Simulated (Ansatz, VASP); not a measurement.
Al2O3: VASP beside Ansatz

INCAR

```
  ALGO = Normal
  EDIFF = 1E-7
  ENCUT = 520
  GGA = PE
  ISIF = 2
  ISMEAR = 0
  LASPH = True
  LCHARG = False
  LREAL = False
  LWAVE = False
  NBANDS = 35
  NELM = 80
  PREC = Accurate
  SIGMA = 0.01
```

File KPOINTS:

```
k-points
0
Gamma
  6 6 6
```

Contents of POSCAR:

```
Al2O3
1.0
    2.4515108857      1.4153804698      4.4602946715
   -2.4515108857      1.4153804698      4.4602946715
    0.0000000000     -2.8307609396      4.4602946715
Al O
4 6
Direct
    0.3521453521      0.3521453521      0.3521453521
    0.1478546479      0.1478546479      0.1478546479
    0.6478546479      0.6478546479      0.6478546479
    0.8521453521      0.8521453521      0.8521453521
    0.5561715153      0.9438284847      0.2500000000
    0.2500000000      0.5561715153      0.9438284847
    0.9438284847      0.2500000000      0.5561715153
    0.4438284847      0.0561715153      0.7500000000
    0.7500000000      0.4438284847      0.0561715153
    0.0561715153      0.7500000000      0.4438284847
```

Input for Ansatz:

```yaml
crystal:
  lattice:
    - [2.4515108857, 1.4153804698, 4.4602946715]
    - [-2.4515108857, 1.4153804698, 4.4602946715]
    - [0.0, -2.8307609396, 4.4602946715]
  atoms:
    - { symbol: Al, position: [0.3521453521, 0.3521453521, 0.3521453521] }
    - { symbol: Al, position: [0.1478546479, 0.1478546479, 0.1478546479] }
    - { symbol: Al, position: [0.6478546479, 0.6478546479, 0.6478546479] }
    - { symbol: Al, position: [0.8521453521, 0.8521453521, 0.8521453521] }
    - { symbol: O, position: [0.5561715153, 0.9438284847, 0.25] }
    - { symbol: O, position: [0.25, 0.5561715153, 0.9438284847] }
    - { symbol: O, position: [0.9438284847, 0.25, 0.5561715153] }
    - { symbol: O, position: [0.4438284847, 0.0561715153, 0.75] }
    - { symbol: O, position: [0.75, 0.4438284847, 0.0561715153] }
    - { symbol: O, position: [0.0561715153, 0.75, 0.4438284847] }
kpoints:
  mp_grid: { grid: [6, 6, 6] }
hamiltonian:
  xc: pbe
scf:
  occupations: { method: fixed }
  n_extra_bands: 6
output:
  forces: true
  stress: true
  eigenvalues: true
```

Alike in both runs: task single point; functional PBE; k mesh 6 × 6 × 6; no spin polarisation.

```csv
,VASP,Ansatz
version,VASP 6.6.1,Ansatz 0.2.0
potentials or method,"VASP PAW PBE potentials, release 64 (Al, O)","plane waves, PAW"
plane-wave cutoff (eV),520,420
occupations,"gaussian, width 0.01 eV",fixed
valence electrons in the cell,48,48
```

VASP gave:

| Quantity | Value |
| --- | --- |
| gap on the k mesh at the Fermi level (eV) | 5.14 |
| pressure (GPa) | -12.1 |
| traceless stress, the component that is largest in VASP (GPa) | 0.57 |
| rms of the force components (eV/Å) | 0.027 |

Task: Estimate Ansatz's values.

Result: gap on the k mesh at the Fermi level (eV): 5.15; pressure (GPa): -11.9; traceless stress, the component that is largest in VASP (GPa): 0.58; rms of the force components (eV/Å): 0.025.

Atom by atom the forces differ by 0.002 eV/Å (rms over components).
